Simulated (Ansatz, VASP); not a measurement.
# Re: VASP beside Ansatz

INCAR

```
SYSTEM = Re
  ALGO = Normal
  EDIFF = 1E-6
  ENCUT = 520
  GGA = PS
  GGA_COMPAT = .FALSE.
  ISIF = 2
  ISMEAR = -1
  LASPH = .TRUE.
  LCHARG = .TRUE.
  LMAXMIX = 4
  LORBIT = 11
  LORBMOM = .TRUE.
  LREAL = .FALSE.
  LSORBIT = .TRUE.
  LVHAR = .TRUE.
  LWAVE = .FALSE.
  MAGMOM = 0 0 0 0 0 0 0 0 0 0 0 0
  NBANDS = 42
  NELM = 150
  PREC = Accurate
  SIGMA = 0.05
```

Contents of KPOINTS:

```
k-points
0
G
  8 8 2
  0 0 0
```

Contents of POSCAR:

```
Re
1.0
    2.7663873939      0.0000000000      0.0000000000
   -1.3831936969      2.3957617598      0.0000000000
    0.0000000000      0.0000000000      8.9388451600
Re
4
Direct
    0.6666666667      0.3333333333      0.7500000000
    0.0000000000      0.0000000000      0.5000000000
    0.3333333333      0.6666666667      0.2500000000
    0.0000000000      0.0000000000      0.0000000000
```

The input input.yaml:

```yaml
crystal:
  lattice:
    - [2.7663873939, 0.0, 0.0]
    - [-1.3831936969, 2.3957617598, 0.0]
    - [0.0, 0.0, 8.93884516]
  atoms:
    - { symbol: Re, position: [0.6666666667, 0.3333333333, 0.75] }
    - { symbol: Re, position: [0.0, 0.0, 0.5] }
    - { symbol: Re, position: [0.3333333333, 0.6666666667, 0.25] }
    - { symbol: Re, position: [0.0, 0.0, 0.0] }
kpoints:
  mp_grid: { grid: [8, 8, 2] }
  band_path:
    path:
      - [0.0, 0.0, 0.0]
      - [0.5, 0.0, 0.0]
      - [0.3333333333, 0.3333333333, 0.0]
      - [0.0, 0.0, 0.0]
      - [0.0, 0.0, 0.5]
      - [0.5, 0.0, 0.5]
      - [0.3333333333, 0.3333333333, 0.5]
      - [0.0, 0.0, 0.5]
    npoints: 6
scf:
  occupations: { method: fermi_dirac, width: 0.05 }
hamiltonian:
  xc: pbesol
  pseudopotentials: { kind: all_electron, lapw: { basis_error: 0.002 } }
magnetization:
  noncollinear: true
  spin_orbit: true
output:
  forces: true
  stress: true
  eigenvalues: true
```

Alike in both runs: functional PBEsol; k mesh 8 × 8 × 2; occupations fermi-dirac, width 0.05 eV; non-collinear spin, spin-orbit coupling.

|  | VASP | Ansatz |
| --- | --- | --- |
| version | VASP 6.6.1 | Ansatz 0.2.0 |
| potentials or method | VASP PAW PBE potentials, release 64 (Re), cutoff 520 eV | all-electron LAPW, relativistic spinors |
| task | single point | band structure |

|  | VASP | Ansatz | Ansatz less VASP |
| --- | --- | --- | --- |
| pressure (GPa) | -6.0 | -5.8 | +0.16 |
| traceless stress, the component that is largest in VASP (GPa) | -0.79 | -0.67 | +0.112 |
| net moment per atom (μB) | 0.00 | 0.00 | 0.000 |

VASP's potentials were made for PBE, not for PBEsol. Ansatz ran all-electron here, and VASP with PAW potentials.

Noted on Ansatz's run: the k mesh is thin for a metal, which can move the energy by tens of meV per atom.
